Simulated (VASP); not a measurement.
# SrTiO3 (Pm-3m) in VASP: further runs

The runs below take SrTiO3 through single point, with PBEsol.

All numbers are computed with VASP 6.6.1; they aren't measurements. Logs are shortened: lines on timing, memory, paths and dates and some standing lists are left out, and cuts for length are marked.

## 1. The cell of the first run

The structure is cubic, space group Pm-3m (No. 221). The conventional cell has a = 3.967 Å, b = 3.967 Å, c = 3.967 Å, α = 90.00°, β = 90.00°, γ = 90.00°. Sr (site symmetry m-3m) has 12 O at 2.81 Å and 8 Ti at 3.44 Å within 3.7 Å. Ti (site symmetry m-3m) has 6 O at 1.98 Å within 2.6 Å. Within 2.6 Å of O (site symmetry 4/mmm) lie 2 Ti at 1.98 Å.

## 2. Single point, PBEsol (12.49 Å³/atom)

INCAR reads:

```
SYSTEM = SrTiO3
  PREC = Accurate
  ENCUT = 600
  EDIFF = 1E-6
  ISMEAR = 0
  SIGMA = 0.02
  LREAL = .False.
  LASPH = .True.
  NELM = 120
  ALGO = Normal
  ISIF = 2
  LWAVE = .False.
  LCHARG = .False.
  GGA = PS
  NBANDS = 28
  GGA_COMPAT = .False.
```

KPOINTS reads:

```
regular mesh
0
Gamma
  8 8 8
  0 0 0
```

POSCAR reads:

```
SrTiO3
1.0
    3.9674363039      0.0000000000      0.0000000000
    0.0000000000      3.9674363039      0.0000000000
    0.0000000000      0.0000000000      3.9674363039
Sr Ti O
1 1 3
Direct
    0.5000000000      0.5000000000      0.5000000000
    0.0000000000      0.0000000000      0.0000000000
    0.5000000000      0.0000000000      0.0000000000
    0.0000000000      0.5000000000      0.0000000000
    0.0000000000      0.0000000000      0.5000000000
```

Potentials or basis: VASP PAW PBE potentials, release 64 (Sr_sv, Ti_sv, O).

On the command line:

```
> cat potpaw_PBE.64/Sr_sv/POTCAR potpaw_PBE.64/Ti_sv/POTCAR potpaw_PBE.64/O/POTCAR > POTCAR
> mpirun -np 1 vasp_std > vasp.out
```

OUTCAR:

```text
SYSTEM = SrTiO3
   PREC = Accurate
   ENCUT = 600
   EDIFF = 1E-6
   ISMEAR = 0
   LREAL = .False.
   LASPH = .True.
   NELM = 120
   ISIF = 2
   GGA = PS

 ion  position               nearest neighbor table
   1  0.500  0.500  0.500-   3 2.81   4 2.81   5 2.81   3 2.81   4 2.81   3 2.81   5 2.81   3 2.81
                             4 2.81   5 2.81   4 2.81   5 2.81   2 3.44   2 3.44   2 3.44   2 3.44
   2  0.000  0.000  0.000-   3 1.98   4 1.98   5 1.98   5 1.98   4 1.98   3 1.98   1 3.44   1 3.44
                             1 3.44   1 3.44   1 3.44   1 3.44   1 3.44   1 3.44
   3  0.500  0.000  0.000-   2 1.98   2 1.98   1 2.81   1 2.81   1 2.81   1 2.81
   4  0.000  0.500  0.000-   2 1.98   2 1.98   1 2.81   1 2.81   1 2.81   1 2.81
   5  0.000  0.000  0.500-   2 1.98   2 1.98   1 2.81   1 2.81   1 2.81   1 2.81

  LATTYP: Found a simple cubic cell.
 ALAT       =     3.9674363039

  Lattice vectors:

 A1 = (   3.9674363039,   0.0000000000,   0.0000000000)
 A2 = (   0.0000000000,   3.9674363039,   0.0000000000)
 A3 = (   0.0000000000,   0.0000000000,   3.9674363039)

Analysis of symmetry for initial positions (statically):
=====================================================================
 Subroutine PRICEL returns:
 Original cell was already a primitive cell.

 Routine SETGRP: Setting up the symmetry group for a
 simple cubic supercell.

 Subroutine GETGRP returns: Found 48 space group operations
 (whereof 48 operations were pure point group operations)
 out of a pool of 48 trial point group operations.

The static configuration has the point symmetry O_h .

Analysis of symmetry for dynamics (positions and initial velocities):
=====================================================================
 Subroutine PRICEL returns:
 Original cell was already a primitive cell.

 Routine SETGRP: Setting up the symmetry group for a
 simple cubic supercell.

 Subroutine GETGRP returns: Found 48 space group operations
 (whereof 48 operations were pure point group operations)
 out of a pool of 48 trial point group operations.

The dynamic configuration has the point symmetry O_h .

 Subroutine INISYM returns: Found 48 space group operations
 (whereof 48 operations are pure point group operations),
 and found     1 'primitive' translations

----------------------------------------------------------------------------------------

                                     Primitive cell

  volume of cell :      62.4496

  direct lattice vectors                    reciprocal lattice vectors
     3.967436304  0.000000000  0.000000000     0.252051936  0.000000000  0.000000000
     0.000000000  3.967436304  0.000000000     0.000000000  0.252051936  0.000000000
     0.000000000  0.000000000  3.967436304     0.000000000  0.000000000  0.252051936

  length of vectors
     3.967436304  3.967436304  3.967436304     0.252051936  0.252051936  0.252051936

  position of ions in fractional coordinates (direct lattice)
     0.500000000  0.500000000  0.500000000
     0.000000000  0.000000000  0.000000000
     0.500000000  0.000000000  0.000000000
     0.000000000  0.500000000  0.000000000
     0.000000000  0.000000000  0.500000000

  ion indices of the primitive-cell ions
   primitive index   ion index
                 1           1
                 2           2
                 3           3
                 4           4
                 5           5

----------------------------------------------------------------------------------------

 KPOINTS: regular mesh

Automatic generation of k-mesh.
 Grid dimensions read from file:
 generate k-points for:    8    8    8

 Generating k-lattice:

  Cartesian coordinates                     Fractional coordinates (reciprocal lattice)
     0.031506492  0.000000000  0.000000000     0.125000000  0.000000000  0.000000000
     0.000000000  0.031506492  0.000000000     0.000000000  0.125000000  0.000000000
     0.000000000  0.000000000  0.031506492     0.000000000  0.000000000  0.125000000

  Length of vectors
     0.031506492  0.031506492  0.031506492

  Shift w.r.t. Gamma in fractional coordinates (k-lattice)
     0.000000000  0.000000000  0.000000000

 Subroutine IBZKPT returns following result:
 ===========================================

 Found     35 irreducible k-points:

 Following reciprocal coordinates:
            Coordinates               Weight
  0.000000  0.000000  0.000000      1.000000
  0.125000  0.000000  0.000000      6.000000
  0.250000  0.000000  0.000000      6.000000
  0.375000  0.000000  0.000000      6.000000
  0.500000  0.000000  0.000000      3.000000
  0.125000  0.125000  0.000000     12.000000
[... 16 lines left out ...]
  0.375000  0.375000  0.125000     24.000000
  0.500000  0.375000  0.125000     24.000000
 [... further k-points ...]
   k-points           NKPTS =     35   k-points in BZ     NKDIM =     35   number of bands    NBANDS=     28
   number of dos      NEDOS =    301   number of ions     NIONS =      5
   total plane-waves  NPLWV =  32768
   dimension x,y,z NGX =    32 NGY =   32 NGZ =   32
   dimension x,y,z NGXF=    64 NGYF=   64 NGZF=   64
   ions per type =               1   1   3
   NGX,Y,Z   is equivalent  to a cutoff of  13.41, 13.41, 13.41 a.u.
   NGXF,Y,Z  is equivalent  to a cutoff of  26.82, 26.82, 26.82 a.u.
 SYSTEM =  SrTiO3
   PREC   = accura    normal or accurate (medium, high low for compatibility)
   ISTART =      0    job   : 0-new  1-cont  2-samecut
   ICHARG =      2    charge: 1-file 2-atom 10-const
   ISPIN  =      1    spin polarized calculation?
   LNONCOLLINEAR =      F non collinear calculations
   LSORBIT =      F    spin-orbit coupling
   LASPH  =      T    aspherical Exc in radial PAW
   ENCUT  =  600.0 eV  44.10 Ry    6.64 a.u.   7.92  7.92  7.92*2*pi/ulx,y,z
   NELM   =    120;   NELMIN=  2; NELMDL= -5     # of ELM steps
   EDIFF  = 0.1E-05   stopping-criterion for ELM
   LREAL  =      F    real-space projection
   EDIFFG = 0.1E-04   stopping-criterion for IOM
   NSW    =      0    number of steps for IOM
   IBRION =     -1    ionic relax: 0-MD 1-quasi-New 2-CG
   NFREE  =      0    steps in history (QN), initial steepest desc. (CG)
   ISIF   =      2    stress and relaxation
   ISYM   =      2    0-nonsym 1-usesym 2-fastsym
   POTIM  = 0.5000    time-step for ionic-motion
   TEBEG  =    0.0;   TEEND  =   0.0 temperature during run
   PSTRESS=    0.0 pullay stress
   NELECT =      40.0000    total number of electrons
   NUPDOWN=      -1.0000    fix difference up-down
   EMIN   =  10.00;   EMAX   =-10.00  energy-range for DOS
   EFERMI =   0.00;   METHOD = LEGACY
   ISMEAR =     0;   SIGMA  =   0.02  broadening in eV -4-tet -1-fermi 0-gaus
   EFERMI_NEDOS =   21; number of points for ismear=-14 and -15
   IALGO  =     38    algorithm
   IMIX   =      4    mixing-type and parameters
     AMIX     =   0.40;   BMIX     =  1.00
     AMIX_MAG =   1.60;   BMIX_MAG =  1.00
  volume/ion in A,a.u.               =      12.49        84.29
  Fermi-wavevector in a.u.,A,eV,Ry     =   1.411188  2.666759 27.095342  1.991451
  Thomas-Fermi vector in A             =   2.533065
   LORBIT       =      0    0 simple, 1 ext, 2 COOP (PROOUT), +10 PAW based schemes
   GGA     = PS    functional components
   LHFCALC =     F    Hartree Fock is set to
   AEXX    =    0.0000 exact exchange contribution
   IVDW    =     0    specifies the selected vdW correction
   LEPSILON=     F    determine dielectric tensor
   LRPA    =     F    only Hartree local field effects (RPA)
 non-spin polarized calculation
 Gauss-broadening in eV      SIGMA  =   0.02
  energy-cutoff  :      600.00
  volume of cell :       62.45
 maximum number of plane-waves:      2176
 NGX is ok and might be reduce to    32
   NGX = 15   NGY = 15   NGZ = 15

 number of electron      39.9999979 magnetization

 Free energy of the ion-electron system (eV)
  ---------------------------------------------------
  ext. energy  EPLUGINS =         0.00000000
  ---------------------------------------------------
  free energy    TOTEN  =       -41.92867306 eV

  energy without entropy =      -41.92867306  energy(sigma->0) =      -41.92867306

 E-fermi :   3.9247     XC(G=0): -11.2879

 val. band max:        3.6414148033   @ k =   0.5000   0.5000   0.5000
 cond. band min:       5.3595595916   @ k =   0.0000   0.0000   0.0000
 fundamental gap:      1.7181447883
 Fermi energy:         3.9247184660

 k-point     1 :       0.0000    0.0000    0.0000
  band No.  band energies     occupation
      1     -52.7527      2.00000
      2     -29.1488      2.00000
      3     -29.0838      2.00000
      4     -29.0838      2.00000
      5     -29.0838      2.00000
      6     -13.5446      2.00000
[... 20 lines left out ...]
     27       8.8761      0.00000
     28       9.2559      0.00000

 k-point     2 :       0.1250    0.0000    0.0000
  band No.  band energies     occupation
      1     -52.7525      2.00000
      2     -29.1645      2.00000
      3     -29.0835      2.00000
      4     -29.0835      2.00000
      5     -29.0738      2.00000
      6     -13.5498      2.00000
[... 20 lines left out ...]
     27       9.1423      0.00000
     28       9.6284      0.00000

 k-point     3 :       0.2500    0.0000    0.0000
  band No.  band energies     occupation
      1     -52.7521      2.00000
      2     -29.1946      2.00000
      3     -29.0827      2.00000
      4     -29.0827      2.00000
      5     -29.0573      2.00000
      6     -13.6056      2.00000
[... 20 lines left out ...]
     27       9.7795      0.00000
     28      10.6509      0.00000

 k-point     4 :       0.3750    0.0000    0.0000
  band No.  band energies     occupation
      1     -52.7516      2.00000
      2     -29.2205      2.00000
      3     -29.0818      2.00000
      4     -29.0818      2.00000
      5     -29.0449      2.00000
      6     -13.6988      2.00000
[... 578 lines left out ...]
     27      11.4822      0.00000
     28      11.7479      0.00000

 k-point    23 :       0.3750    0.3750    0.1250
  band No.  band energies     occupation
      1     -52.7505      2.00000
      2     -29.1686      2.00000
      3     -29.1312      2.00000
      4     -29.0898      2.00000
      5     -29.0777      2.00000
      6     -13.1582      2.00000
[... 20 lines left out ...]
     27      11.5251      0.00000
     28      11.9901      0.00000

 k-point    24 :       0.5000    0.3750    0.1250
  band No.  band energies     occupation
      1     -52.7503      2.00000
      2     -29.1629      2.00000
      3     -29.1309      2.00000
      4     -29.0910      2.00000
      5     -29.0881      2.00000
      6     -13.0730      2.00000
[... 20 lines left out ...]
     27      11.6066      0.00000
     28      12.0825      0.00000

 [... further k-points ...]

------------------------ aborting loop because EDIFF is reached ----------------------------------------

  FORCE on cell =-STRESS in cart. coord.  units (eV):
  Direction    XX          YY          ZZ          XY          YZ          ZX
  --------------------------------------------------------------------------------------
  -------------------------------------------------------------------------------------
  Total       -3.5257761     -3.5257761     -3.5257761      0.0000000     -0.0000000      0.0000000
  in kB      -90.4555919    -90.4555919    -90.4555919      0.0000000     -0.0000000      0.0000000
  external PRESSURE =     -90.4555919 kB  Pullay stress =       0.0000000 kB

 VOLUME and BASIS-vectors are now :
 -----------------------------------------------------------------------------
  energy-cutoff  :      600.00
  volume of cell :       62.45
      direct lattice vectors                 reciprocal lattice vectors
     3.967436304  0.000000000  0.000000000     0.252051936  0.000000000  0.000000000
     0.000000000  3.967436304  0.000000000     0.000000000  0.252051936  0.000000000
     0.000000000  0.000000000  3.967436304     0.000000000  0.000000000  0.252051936

 POSITION                                       TOTAL-FORCE (eV/Angst)
 -----------------------------------------------------------------------------------
      1.98372      1.98372      1.98372         0.000000      0.000000      0.000000
      0.00000      0.00000      0.00000         0.000000      0.000000      0.000000
      1.98372      0.00000      0.00000         0.000000      0.000000      0.000000
      0.00000      1.98372      0.00000         0.000000      0.000000      0.000000
      0.00000      0.00000      1.98372         0.000000      0.000000      0.000000
 -----------------------------------------------------------------------------------
    total drift:                                0.000000      0.000000     -0.000000

  FREE ENERGIE OF THE ION-ELECTRON SYSTEM (eV)
  ---------------------------------------------------
  free  energy   TOTEN  =       -41.9286730593 eV

  energy  without entropy=      -41.9286730593  energy(sigma->0) =      -41.92867306
```

Wall time 27 s (1 thread of Intel Xeon 6975P-C (Granite Rapids), shared host); peak memory 0.22 GiB.

Results:

```yaml
Free_energy: -41.9287 eV
Pressure: -9.0 GPa
Band_gap_on_the_k_mesh: 1.72 eV (least direct gap 2.10 eV)
```

Caveat: the cell stands under tension; the PAW data sets were made with another functional, which shifts forces and pressure a little. PBEsol gaps usually lie below the measured ones, often by a third to a half.

## 3. Single point, PBEsol (12.84 Å³/atom)

This run uses another cell than the first one, of 12.84 Å³/atom.

INCAR reads:

```
PREC = Accurate
ENCUT = 600
EDIFF = 1E-6
ISMEAR = 0
SIGMA = 0.02
LREAL = False
LASPH = True
NELM = 120
ALGO = Normal
ISIF = 2
LWAVE = False
LCHARG = False
GGA = PS
NBANDS = 28
GGA_COMPAT = False
```

KPOINTS reads:

```
regular mesh
0
Gamma
  8 8 8
```

POSCAR, as its differences from that of step 2:

```diff
@@ -2,5 +2,5 @@
 1.0
-    3.9674363039      0.0000000000      0.0000000000
-    0.0000000000      3.9674363039      0.0000000000
-    0.0000000000      0.0000000000      3.9674363039
+    4.0045172971      0.0000000000      0.0000000000
+    0.0000000000      4.0045172971      0.0000000000
+    0.0000000000      0.0000000000      4.0045172971
 Sr Ti O
```

Potentials or basis: VASP PAW PBE potentials, release 64 (Sr_sv, Ti_sv, O).

On the command line:

```
> cat potpaw_PBE.64/Sr_sv/POTCAR potpaw_PBE.64/Ti_sv/POTCAR potpaw_PBE.64/O/POTCAR > POTCAR
> mpirun -np 1 vasp_std > vasp.out
```

It took 27 s on 1 thread of Intel Xeon 6975P-C (Granite Rapids), shared host; peak memory 0.22 GiB.

Results (log left out):

```
Free energy            : -41.8104 eV
Pressure               : -12.9 GPa
Band gap on the k mesh : 1.67 eV (least direct gap 2.06 eV)
```

Levels at points of the mesh, in eV from the valence-band top:
| k point | band 18 | band 19 | band 20 | band 21 | band 22 | band 23 |
| --- | --- | --- | --- | --- | --- | --- |
| (0.00, 0.00, 0.00) | -0.39 | -0.39 | -0.39 | 1.67 | 1.67 | 1.67 |
| (0.50, 0.00, 0.00) | -1.81 | -0.74 | -0.74 | 1.81 | 3.40 | 3.40 |
| (0.50, 0.50, 0.00) | -1.51 | -1.51 | -0.08 | 3.41 | 3.41 | 3.83 |
| (0.50, 0.50, 0.50) | 0.00 | 0.00 | 0.00 | 4.01 | 4.01 | 4.01 |

Caveat: the cell stands under tension; the PAW data sets were made with another functional, which shifts forces and pressure a little. A k mesh can miss the band edges.
